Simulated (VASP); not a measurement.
Write the native input for VASP 6.6.1 that does the following.

- Task: single point
- Functional: PBE
- Potentials or basis: VASP PAW PBE potentials, release 64 (Mg, O)
- Cutoff: 520 eV
- k mesh: 6 × 6 × 8
- Occupations: gaussian, width 0.1 eV
- Spin: collinear spin, ferromagnetic start
- Starting moments: [0.0, 1.0] μB
- Dipole correction: no
- Further INCAR settings: ALGO = Normal; EDIFF = 1e-06; NBANDS = 15

The structure of MgO lies in POSCAR:

```
MgO
1.0
    3.6416115100      0.0000000000      0.0000000000
    0.0000000000      3.6416115100      0.0000000000
    0.0000000000      0.0000000000      2.4136713000
Mg O
1 1
Direct
    0.5000000000      0.5000000000      0.0000000000
    0.0000000000      0.0000000000      0.0000000000
```

One way to write it, as run:

INCAR

```
PREC     = Accurate       # precision mode
ENCUT    = 520            # plane-wave cutoff, eV
EDIFF    = 1E-6           # SCF threshold, eV
ISMEAR   = 0              # smearing method
SIGMA    = 0.1            # smearing width, eV
LREAL    = F              # projectors in reciprocal space
LASPH    = T              # aspherical terms in the spheres
NELM     = 150            # most SCF steps
ALGO     = Normal         # electronic algorithm
ISIF     = 2              # what is computed and relaxed
LWAVE    = F              # write WAVECAR
LCHARG   = F              # write CHGCAR
ISPIN    = 2              # spin polarisation
MAGMOM   = 0 1            # initial moments
LORBIT   = 11             # projections on sites
GGA      = PE             # functional
NBANDS   = 15             # bands
```

KPOINTS

```
Automatic mesh
0
Gamma
  6 6 8
```

Potentials or basis: VASP PAW PBE potentials, release 64 (Mg, O).

Run with:

```sh
$ cat potpaw_PBE.64/Mg/POTCAR potpaw_PBE.64/O/POTCAR > POTCAR
$ mpirun -np 1 vasp_std > vasp.out
```

Results of the run:

```yaml
Pressure: -10.2 GPa
Band_gap_on_the_k_mesh: zero (filled and empty bands overlap)
Net_moment: 0.00 μB per cell
Valence_electrons_inside_the_program's_atomic_spheres: Mg 0.32; O 4.76
```

Run time: 47 s on 1 thread of Intel(R) Xeon(R) Platinum 8488C (Sapphire Rapids), on a shared host, peak memory 0.17 GiB.
